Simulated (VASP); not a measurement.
Set up this calculation in VASP 6.6.1, as the native input.

```yaml
Task: single point
Functional: r2SCAN
Dispersion: D4
Potentials_or_basis: VASP PAW PBE potentials, release 64 (Mg)
Cutoff: 520 eV
k_mesh: 10 × 10 × 5
Occupations: fermi-dirac, width 0.05 eV
Spin: no spin polarisation
Dipole_correction: no
Further_INCAR_settings: ALGO = Normal; EDIFF = 1e-06; NBANDS = 9
```

The system is Mg.

```
Mg
1.0
     3.25153    0.00000    0.00000
    -1.62577    2.81591    0.00000
     0.00000    0.00000    5.27886
Mg
2
Direct
  0.66667 0.33333 0.75000
  0.33333 0.66667 0.25000
```

These files were run (other wordings do the same):

POSCAR

```
Mg
1.0
    3.2515324747      0.0000000000      0.0000000000
   -1.6257662373      2.8159097243      0.0000000000
    0.0000000000      0.0000000000      5.2788644417
Mg
2
Direct
    0.6666666667      0.3333333333      0.7500000000
    0.3333333333      0.6666666667      0.2500000000
```

INCAR.step1

```
ALGO = Normal
EDIFF = 1E-4
ENCUT = 520
GGA = PE
ISMEAR = -1
LASPH = True
LCHARG = False
LREAL = False
LWAVE = True
NBANDS = 9
NELM = 80
PREC = Accurate
SIGMA = 0.05
```

INCAR.step2

```
ALGO = Normal
EDIFF = 1E-6
ENCUT = 520
ISIF = 2
ISMEAR = -1
ISTART = 1
IVDW = 13
LASPH = True
LCHARG = False
LMIXTAU = True
LREAL = False
LWAVE = False
METAGGA = R2SCAN
NBANDS = 9
NELM = 80
PREC = Accurate
SIGMA = 0.05
VDW_A1 = 0.51559235
VDW_A2 = 5.77342911
VDW_S6 = 1.0
VDW_S8 = 0.6018749
```

KPOINTS

```
k-points
0
Gamma
  10 10 5
```

Potentials or basis: VASP PAW PBE potentials, release 64 (Mg).

Run with:

```sh
$ cat potpaw_PBE.64/Mg/POTCAR > POTCAR
$ cp INCAR.step1 INCAR
$ mpirun -np 1 vasp_std > vasp.out
$ cp INCAR.step2 INCAR
$ mpirun -np 1 vasp_std > vasp.out
```

It gave:

* Pressure: -2.9 GPa
* Band gap on the k mesh: zero (bands 2 and 3 overlap by 1.84 eV)
* Dispersion energy per atom: -0.054 eV

Caveat: the PAW data sets were made with another functional, which shifts forces and pressure a little.

Wall time 74 s on 1 thread of Intel Xeon 8259CL (shared host), peak memory 0.17 GiB.
